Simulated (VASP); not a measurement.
# MgCd2S3 in VASP: notebook

The runs below take MgCd2S3 through single point, with PBE.

Everything below comes from runs of VASP 6.6.1. Logs are shortened: lines on timing, memory, paths and dates and some standing lists are left out, and cuts for length are marked.

**1. The cell of the first run**

Symmetry: P-3m1, No. 164, trigonal system. The conventional cell has a = 3.832 Å, b = 3.832 Å, c = 9.397 Å, α = 90.00°, β = 90.00°, γ = 120.00°. Within 3.5 Å of Mg (site symmetry -3m) lie 6 S at 2.65 Å. Cd (site symmetry 3m) has 6 S at 2.74 Å within 3.6 Å. S (site symmetry 3m) has 3 Mg at 2.65 Å and 3 Cd at 2.74 Å within 3.5 Å. S (site symmetry -3m) has 6 Cd at 2.74 Å within 3.6 Å.

**2. Single point, PBE**

Contents of INCAR:

```
SYSTEM = MgCd2S3
  PREC = Accurate
  ENCUT = 520
  EDIFF = 1E-6
  ISMEAR = 0
  SIGMA = 0.1
  LREAL = .False.
  LASPH = .True.
  NELM = 80
  ALGO = Normal
  ISIF = 2
  LWAVE = .False.
  LCHARG = .True.
  GGA = PE
  LELF = .True.
  LVHAR = .True.
  NBANDS = 31
```

Contents of KPOINTS:

```
Automatic mesh
0
Gamma
  6 6 2
  0 0 0
```

Contents of POSCAR:

```
MgCd2S3
1.0
    3.8315933196      0.0000000000      0.0000000000
   -1.9157966598      3.3182571517      0.0000000000
    0.0000000000      0.0000000000      9.3966595155
Mg Cd S
1 2 3
Direct
    0.0000000000      0.0000000000      0.5000000000
    0.6666666667      0.3333333333      0.8283221205
    0.3333333333      0.6666666667      0.1716778795
    0.3333333333      0.6666666667      0.6555751617
    0.6666666667      0.3333333333      0.3444248383
    0.0000000000      0.0000000000      0.0000000000
```

Potentials or basis: VASP PAW PBE potentials, release 64 (Mg, Cd, S).

The run is started by

```console
cat potpaw_PBE.64/Mg/POTCAR potpaw_PBE.64/Cd/POTCAR potpaw_PBE.64/S/POTCAR > POTCAR
mpirun -np 1 vasp_std > vasp.out
```

OUTCAR:

```text
SYSTEM = MgCd2S3
   PREC = Accurate
   ENCUT = 520
   EDIFF = 1E-6
   ISMEAR = 0
   LREAL = .False.
   LASPH = .True.
   NELM = 80
   ISIF = 2
   GGA = PE

 ion  position               nearest neighbor table
   1  0.000  0.000  0.500-   4 2.65   5 2.65   4 2.65   5 2.65   5 2.65   4 2.65
   2  0.667  0.333  0.828-   6 2.74   6 2.74   6 2.74   4 2.74   4 2.74   4 2.74
   3  0.333  0.667  0.172-   6 2.74   6 2.74   6 2.74   5 2.74   5 2.74   5 2.74
   4  0.333  0.667  0.656-   1 2.65   1 2.65   1 2.65   2 2.74   2 2.74   2 2.74
   5  0.667  0.333  0.344-   1 2.65   1 2.65   1 2.65   3 2.74   3 2.74   3 2.74
   6  0.000  0.000  0.000-   2 2.74   3 2.74   3 2.74   2 2.74   2 2.74   3 2.74

  LATTYP: Found a hexagonal cell.
 ALAT       =     3.8315933196
 C/A-ratio  =     2.4524156746

  Lattice vectors:

 A1 = (   3.8315933196,   0.0000000000,   0.0000000000)
 A2 = (  -1.9157966598,   3.3182571517,   0.0000000000)
 A3 = (   0.0000000000,   0.0000000000,   9.3966595155)

Analysis of symmetry for initial positions (statically):
=====================================================================
 Subroutine PRICEL returns:
 Original cell was already a primitive cell.

 Routine SETGRP: Setting up the symmetry group for a
 hexagonal supercell.

 Subroutine GETGRP returns: Found 12 space group operations
 (whereof 12 operations were pure point group operations)
 out of a pool of 24 trial point group operations.

The static configuration has the point symmetry D_3d.

Analysis of symmetry for dynamics (positions and initial velocities):
=====================================================================
 Subroutine PRICEL returns:
 Original cell was already a primitive cell.

 Routine SETGRP: Setting up the symmetry group for a
 hexagonal supercell.

 Subroutine GETGRP returns: Found 12 space group operations
 (whereof 12 operations were pure point group operations)
 out of a pool of 24 trial point group operations.

The dynamic configuration has the point symmetry D_3d.

 Subroutine INISYM returns: Found 12 space group operations
 (whereof 12 operations are pure point group operations),
 and found     1 'primitive' translations

----------------------------------------------------------------------------------------

                                     Primitive cell

  volume of cell :     119.4711

  direct lattice vectors                    reciprocal lattice vectors
     3.831593320  0.000000000  0.000000000     0.260988032  0.150681511  0.000000000
    -1.915796660  3.318257152  0.000000000     0.000000000  0.301363021  0.000000000
     0.000000000  0.000000000  9.396659515     0.000000000  0.000000000  0.106420798

  length of vectors
     3.831593320  3.831593320  9.396659515     0.301363021  0.301363021  0.106420798

  position of ions in fractional coordinates (direct lattice)
     0.000000000  0.000000000  0.500000000
     0.666666667  0.333333333  0.828322120
     0.333333333  0.666666667  0.171677880
     0.333333333  0.666666667  0.655575162
     0.666666667  0.333333333  0.344424838
     0.000000000  0.000000000  0.000000000

  ion indices of the primitive-cell ions
   primitive index   ion index
                 1           1
                 2           2
                 3           3
                 4           4
                 5           5
                 6           6

----------------------------------------------------------------------------------------

 KPOINTS: Automatic mesh

Automatic generation of k-mesh.
 Grid dimensions read from file:
 generate k-points for:    6    6    2

 Generating k-lattice:

  Cartesian coordinates                     Fractional coordinates (reciprocal lattice)
     0.043498005  0.025113585  0.000000000     0.166666667  0.000000000  0.000000000
     0.000000000  0.050227170  0.000000000     0.000000000  0.166666667  0.000000000
     0.000000000  0.000000000  0.053210399     0.000000000  0.000000000  0.500000000

  Length of vectors
     0.050227170  0.050227170  0.053210399

  Shift w.r.t. Gamma in fractional coordinates (k-lattice)
     0.000000000  0.000000000  0.000000000

 Subroutine IBZKPT returns following result:
 ===========================================

 Found     14 irreducible k-points:

 Following reciprocal coordinates:
            Coordinates               Weight
  0.000000  0.000000  0.000000      1.000000
  0.166667 -0.000000  0.000000      6.000000
  0.333333 -0.000000  0.000000      6.000000
  0.500000  0.000000  0.000000      3.000000
  0.166667  0.166667  0.000000      6.000000
  0.333333  0.166667  0.000000     12.000000
  0.333333  0.333333  0.000000      2.000000
  0.000000  0.000000  0.500000      1.000000
  0.166667 -0.000000  0.500000      6.000000
  0.333333 -0.000000  0.500000      6.000000
  0.500000  0.000000  0.500000      3.000000
  0.166667  0.166667  0.500000      6.000000
  0.333333  0.166667  0.500000     12.000000
  0.333333  0.333333  0.500000      2.000000
   k-points           NKPTS =     14   k-points in BZ     NKDIM =     14   number of bands    NBANDS=     31
   number of dos      NEDOS =    301   number of ions     NIONS =      6
   total plane-waves  NPLWV =  54880
   dimension x,y,z NGX =    28 NGY =   28 NGZ =   70
   dimension x,y,z NGXF=    56 NGYF=   56 NGZF=  140
   ions per type =               1   2   3
   NGX,Y,Z   is equivalent  to a cutoff of  12.15, 12.15, 12.38 a.u.
   NGXF,Y,Z  is equivalent  to a cutoff of  24.30, 24.30, 24.77 a.u.
 SYSTEM =  MgCd2S3
   PREC   = accura    normal or accurate (medium, high low for compatibility)
   ISTART =      0    job   : 0-new  1-cont  2-samecut
   ICHARG =      2    charge: 1-file 2-atom 10-const
   ISPIN  =      1    spin polarized calculation?
   LNONCOLLINEAR =      F non collinear calculations
   LSORBIT =      F    spin-orbit coupling
   LASPH  =      T    aspherical Exc in radial PAW
   ENCUT  =  520.0 eV  38.22 Ry    6.18 a.u.   7.12  7.12 17.47*2*pi/ulx,y,z
   NELM   =     80;   NELMIN=  2; NELMDL= -5     # of ELM steps
   EDIFF  = 0.1E-05   stopping-criterion for ELM
   LREAL  =      F    real-space projection
   EDIFFG = 0.1E-04   stopping-criterion for IOM
   NSW    =      0    number of steps for IOM
   IBRION =     -1    ionic relax: 0-MD 1-quasi-New 2-CG
   NFREE  =      0    steps in history (QN), initial steepest desc. (CG)
   ISIF   =      2    stress and relaxation
   ISYM   =      2    0-nonsym 1-usesym 2-fastsym
   POTIM  = 0.5000    time-step for ionic-motion
   TEBEG  =    0.0;   TEEND  =   0.0 temperature during run
   PSTRESS=    0.0 pullay stress
   NELECT =      44.0000    total number of electrons
   NUPDOWN=      -1.0000    fix difference up-down
   EMIN   =  10.00;   EMAX   =-10.00  energy-range for DOS
   EFERMI =   0.00;   METHOD = LEGACY
   ISMEAR =     0;   SIGMA  =   0.10  broadening in eV -4-tet -1-fermi 0-gaus
   EFERMI_NEDOS =   21; number of points for ismear=-14 and -15
   IALGO  =     38    algorithm
   IMIX   =      4    mixing-type and parameters
     AMIX     =   0.40;   BMIX     =  1.00
     AMIX_MAG =   1.60;   BMIX_MAG =  1.00
  volume/ion in A,a.u.               =      19.91       134.37
  Fermi-wavevector in a.u.,A,eV,Ry     =   1.173468  2.217534 18.735606  1.377028
  Thomas-Fermi vector in A             =   2.309881
   LORBIT       =      0    0 simple, 1 ext, 2 COOP (PROOUT), +10 PAW based schemes
   GGA     = PE    functional components
   LHFCALC =     F    Hartree Fock is set to
   AEXX    =    0.0000 exact exchange contribution
   IVDW    =     0    specifies the selected vdW correction
   LEPSILON=     F    determine dielectric tensor
   LRPA    =     F    only Hartree local field effects (RPA)
 non-spin polarized calculation
 Gauss-broadening in eV      SIGMA  =   0.10
  energy-cutoff  :      520.00
  volume of cell :      119.47
 maximum number of plane-waves:      3248
   NGX = 15   NGY = 15   NGZ = 35

 number of electron      43.9999994 magnetization

 Free energy of the ion-electron system (eV)
  ---------------------------------------------------
  ext. energy  EPLUGINS =         0.00000000
  ---------------------------------------------------
  free energy    TOTEN  =       -20.15888363 eV

  energy without entropy =      -20.15888363  energy(sigma->0) =      -20.15888363

 E-fermi :   3.4413     XC(G=0): -10.0927

 val. band max:        2.9922978251   @ k =   0.0000   0.0000   0.0000
 cond. band min:       3.8872550831   @ k =   0.5000   0.0000   0.0000
 fundamental gap:      0.8949572579
 Fermi energy:         3.4412519476

 k-point     1 :       0.0000    0.0000    0.0000
  band No.  band energies     occupation
      1      -9.6501      2.00000
      2      -8.9119      2.00000
      3      -8.7901      2.00000
      4      -4.7322      2.00000
      5      -4.7322      2.00000
      6      -4.6518      2.00000
[... 23 lines left out ...]
     30       9.9148      0.00000
     31      10.9305      0.00000

 k-point     2 :       0.1667   -0.0000    0.0000
  band No.  band energies     occupation
      1      -9.4420      2.00000
      2      -8.8445      2.00000
      3      -8.6788      2.00000
      4      -4.6943      2.00000
      5      -4.6820      2.00000
      6      -4.6426      2.00000
[... 23 lines left out ...]
     30      10.7388      0.00000
     31      10.9812      0.00000

 k-point     3 :       0.3333   -0.0000    0.0000
  band No.  band energies     occupation
      1      -8.9468      2.00000
      2      -8.7126      2.00000
      3      -8.4548      2.00000
      4      -4.6980      2.00000
      5      -4.6888      2.00000
      6      -4.6156      2.00000
[... 363 lines left out ...]
     30      10.4699      0.00000
     31      10.6428      0.00000

 k-point    14 :       0.3333    0.3333    0.5000
  band No.  band energies     occupation
      1      -8.5889      2.00000
      2      -8.4112      2.00000
      3      -8.4112      2.00000
      4      -4.6912      2.00000
      5      -4.5732      2.00000
      6      -4.5732      2.00000
[... 23 lines left out ...]
     30      10.9721      0.00000
     31      10.9721      0.00000

------------------------ aborting loop because EDIFF is reached ----------------------------------------

  FORCE on cell =-STRESS in cart. coord.  units (eV):
  Direction    XX          YY          ZZ          XY          YZ          ZX
  --------------------------------------------------------------------------------------
  -------------------------------------------------------------------------------------
  Total       -0.0851792     -0.0851792     -0.1102360     -0.0000000      0.0000000      0.0000000
  in kB       -1.1423028     -1.1423028     -1.4783286     -0.0000000      0.0000000      0.0000000
  external PRESSURE =      -1.2543114 kB  Pullay stress =       0.0000000 kB

 VOLUME and BASIS-vectors are now :
 -----------------------------------------------------------------------------
  energy-cutoff  :      520.00
  volume of cell :      119.47
      direct lattice vectors                 reciprocal lattice vectors
     3.831593320  0.000000000  0.000000000     0.260988032  0.150681511  0.000000000
    -1.915796660  3.318257152  0.000000000     0.000000000  0.301363021  0.000000000
     0.000000000  0.000000000  9.396659515     0.000000000  0.000000000  0.106420798

 POSITION                                       TOTAL-FORCE (eV/Angst)
 -----------------------------------------------------------------------------------
      0.00000      0.00000      4.69833         0.000000      0.000000      0.000000
      1.91580      1.10609      7.78346        -0.000000      0.000000      0.029113
     -0.00000      2.21217      1.61320         0.000000      0.000000     -0.029113
     -0.00000      2.21217      6.16022         0.000000     -0.000000     -0.035557
      1.91580      1.10609      3.23644        -0.000000      0.000000      0.035557
      0.00000      0.00000      0.00000         0.000000      0.000000      0.000000
 -----------------------------------------------------------------------------------
    total drift:                               -0.000000      0.000000     -0.000000

  FREE ENERGIE OF THE ION-ELECTRON SYSTEM (eV)
  ---------------------------------------------------
  free  energy   TOTEN  =       -20.1588836291 eV

  energy  without entropy=      -20.1588836291  energy(sigma->0) =      -20.15888363
```

It took 25 s on 1 thread of Intel Xeon 6975P-C (Granite Rapids), shared host; peak memory 0.24 GiB.

What came out:

- Free energy: -20.1589 eV
- Pressure: -0.1 GPa
- Largest force: 0.036 eV/Å
- Band gap on the k mesh: 0.90 eV (least direct gap 1.43 eV)

Forces on the atoms (eV/Å):
```
Mg   0.000  0.000  0.000
Cd   0.000  0.000  0.029
Cd   0.000  0.000 -0.029
S    0.000  0.000 -0.036
S    0.000  0.000  0.036
S    0.000  0.000  0.000
```

Levels at points of the mesh, in eV from the valence-band top:
| k point | band 19 | band 20 | band 21 | band 22 | band 23 | band 24 | band 25 | band 26 |
| --- | --- | --- | --- | --- | --- | --- | --- | --- |
| (0.00, 0.00, 0.00) | -0.50 | -0.50 | 0.00 | 0.00 | 1.56 | 3.97 | 4.00 | 6.68 |
| (0.50, 0.00, 0.00) | -1.44 | -1.05 | -0.93 | -0.54 | 0.90 | 3.97 | 4.23 | 5.27 |
| (0.00, 0.00, 0.50) | -0.32 | -0.32 | -0.08 | -0.08 | 2.86 | 3.35 | 3.84 | 6.21 |
| (0.50, 0.00, 0.50) | -1.63 | -1.56 | -0.17 | -0.13 | 1.80 | 2.56 | 3.77 | 5.68 |

**3. Single point, PBE**

This run uses another cell than the first one: it holds 12 atoms, not 6.

Contents of INCAR:

```
ALGO = Normal ; EDIFF = 1E-6
ENCUT = 520 ; GGA = PE
ISIF = 2 ; ISMEAR = 0
LASPH = True ; LCHARG = False
LREAL = False ; LWAVE = False
NBANDS = 56 ; NELM = 80
PREC = Accurate ; SIGMA = 0.1
```

Contents of KPOINTS:

```
k-points
0
Gamma
  4 2 2
```

Contents of POSCAR:

```
MgCd2S3
1.0
    3.8261385809      0.0000000000      0.0000000000
    0.0000000000      6.6270664189      0.0000000000
    0.0000000000      0.0000000000      9.3788967204
Mg Cd S
2 4 6
Direct
    1.0000000000      0.0000000000      0.5000000000
    0.5000000000      0.5000000000      0.5000000000
    0.5000000000      0.1666666667      0.8287607495
    1.0000000000      0.6666666667      0.8287607495
    1.0000000000      0.3333333333      0.1712392505
    0.5000000000      0.8333333333      0.1712392505
    1.0000000000      0.3333333333      0.6557569784
    0.5000000000      0.8333333333      0.6557569784
    0.5000000000      0.1666666667      0.3442430216
    1.0000000000      0.6666666667      0.3442430216
    0.5000000000      0.5000000000      0.0000000000
    0.0000000000      0.0000000000      0.0000000000
```

Potentials or basis: VASP PAW PBE potentials, release 64 (Mg, Cd, S).

The run is started by

```console
cat potpaw_PBE.64/Mg/POTCAR potpaw_PBE.64/Cd/POTCAR potpaw_PBE.64/S/POTCAR > POTCAR
mpirun -np 1 vasp_std > vasp.out
```

Wall time 74 s (1 thread of Intel Xeon 6975P-C (Granite Rapids), shared host); peak memory 0.37 GiB.

The run converged. Its results:

| Quantity | Value |
| --- | --- |
| Free energy | -40.2246 eV |
| Pressure | 0.3 GPa |
| Largest force | 0.044 eV/Å |
| Band gap on the k mesh | 0.89 eV |

Forces on the atoms (eV/Å):
```
Mg   0.000  0.000  0.000
Mg   0.000  0.000  0.000
Cd   0.000  0.003  0.001
Cd   0.000  0.003  0.001
Cd   0.000 -0.003 -0.001
Cd   0.000 -0.003 -0.001
S    0.000 -0.001 -0.044
S    0.000 -0.001 -0.044
S    0.000  0.001  0.044
S    0.000  0.001  0.044
S    0.000  0.000  0.000
S    0.000  0.000  0.000
```

Stress tensor (GPa, compression positive):
```
 0.45  0.00  0.00
 0.00  0.20 -0.08
 0.00 -0.08  0.11
```

Levels at points of the mesh, in eV from the valence-band top:
```
           k point  band 40  band 41  band 42  band 43  band 44  band 45  band 46  band 47  band 48  band 49
(0.00, 0.00, 0.00)    -0.51    -0.50    -0.50     0.00     0.00     0.89     1.58     3.96     3.98     4.02
(0.50, 0.00, 0.00)    -1.57    -1.38    -1.38    -0.24    -0.24     2.74     2.74     3.36     3.36     4.84
(0.00, 0.50, 0.00)    -0.70    -0.35    -0.35    -0.27    -0.27     2.84     2.84     3.83     3.83     4.89
(0.50, 0.50, 0.00)    -1.06    -0.93    -0.93    -0.54    -0.54     0.89     0.89     3.98     3.98     4.23
(0.00, 0.00, 0.50)    -0.31    -0.17    -0.13    -0.08    -0.08     1.80     2.57     2.88     3.38     3.77
(0.50, 0.00, 0.50)    -1.70    -1.07    -1.07    -0.88    -0.88     3.32     3.32     3.45     3.45     4.82
(0.00, 0.50, 0.50)    -0.98    -0.77    -0.77    -0.11    -0.11     3.09     3.09     3.63     3.63     4.45
(0.50, 0.50, 0.50)    -1.56    -0.17    -0.17    -0.13    -0.13     1.80     1.80     2.57     2.57     3.77
```

Caveat: the k points lie up to 0.47 Å⁻¹ apart. A k mesh can miss the band edges.

**4. Single point, PBE**

This run uses another cell than the first one: it holds 12 atoms, not 6.

Contents of INCAR:

```
SYSTEM = MgCd2S3
PREC = Accurate
ENCUT = 520
EDIFF = 1E-7
ISMEAR = 0
SIGMA = 0.1
LREAL = .FALSE.
LASPH = .TRUE.
NELM = 100
ALGO = Normal
ISIF = 2
LWAVE = .FALSE.
LCHARG = .FALSE.
GGA = PE
NBANDS = 56
```

Contents of KPOINTS:

```
Automatic mesh
0
G
  4 2 2
  0 0 0
```

Contents of POSCAR:

```
MgCd2S3
1.0
    3.8369346549     -0.0002095680      0.0001417780
   -0.0002660605      6.6258426718     -0.0074470881
   -0.0000426826     -0.0107246923      9.3605241923
Mg Cd S
2 4 6
Direct
    1.0000955718      0.0000181743      0.4999682282
    0.5001523241      0.4999849229      0.5000140418
    0.5000484140      0.1667263836      0.8288346082
    0.9998850497      0.6667656994      0.8288044396
    0.9998269059      0.3332773069      0.1711596405
    0.4999996682      0.8332410092      0.1711970558
    1.0002728848      0.3334561477      0.6558382836
    0.5002226383      0.8334871473      0.6558161923
    0.5002304850      0.1665540576      0.3441594046
    1.0002332618      0.6665340207      0.3441912663
    0.4993954403      0.4999818490     -0.0000214164
   -0.0003626438     -0.0000267186      0.0000382556
```

The run is started by

```console
cat potpaw_PBE.64/Mg/POTCAR potpaw_PBE.64/Cd/POTCAR potpaw_PBE.64/S/POTCAR > POTCAR
mpirun -np 1 vasp_std > vasp.out
```

Run time: 95 s. Hardware: 1 thread of Intel Xeon 6975P-C (Granite Rapids), shared host; peak memory 0.37 GiB.

It converged, with:

```yaml
Free_energy: -40.2254 eV
Pressure: 0.2 GPa
Largest_force: 0.047 eV/Å
Band_gap_on_the_k_mesh: 0.89 eV
```

Forces in eV/Å, atoms in the order of the input:
```
Mg   0.000  0.000  0.001
Mg   0.000  0.000  0.000
Cd   0.000  0.000 -0.002
Cd   0.000  0.000 -0.001
Cd   0.000  0.000  0.002
Cd   0.000  0.000  0.001
S   -0.001  0.000 -0.047
S    0.000 -0.001 -0.046
S   -0.001  0.001  0.047
S   -0.001  0.000  0.046
S    0.002  0.000  0.000
S    0.001  0.000 -0.001
```

Levels at points of the mesh, in eV from the valence-band top:
```
           k point  band 42  band 43  band 44  band 45  band 46  band 47
(0.00, 0.00, 0.00)    -0.48    -0.01     0.00     0.89     1.58     3.95
(0.50, 0.00, 0.00)    -1.37    -0.24    -0.24     2.76     2.76     3.37
(0.00, 0.50, 0.00)    -0.34    -0.29    -0.29     2.84     2.84     3.83
(0.50, 0.50, 0.00)    -0.92    -0.54    -0.54     0.90     0.90     3.99
(0.00, 0.00, 0.50)    -0.12    -0.09    -0.08     1.79     2.56     2.88
(0.50, 0.00, 0.50)    -1.05    -0.88    -0.88     3.34     3.34     3.45
(0.00, 0.50, 0.50)    -0.76    -0.12    -0.12     3.09     3.10     3.62
(0.50, 0.50, 0.50)    -0.16    -0.12    -0.12     1.81     1.81     2.57
```

Caveat: the k points lie up to 0.47 Å⁻¹ apart.

(Continued in part 2 of 2.)
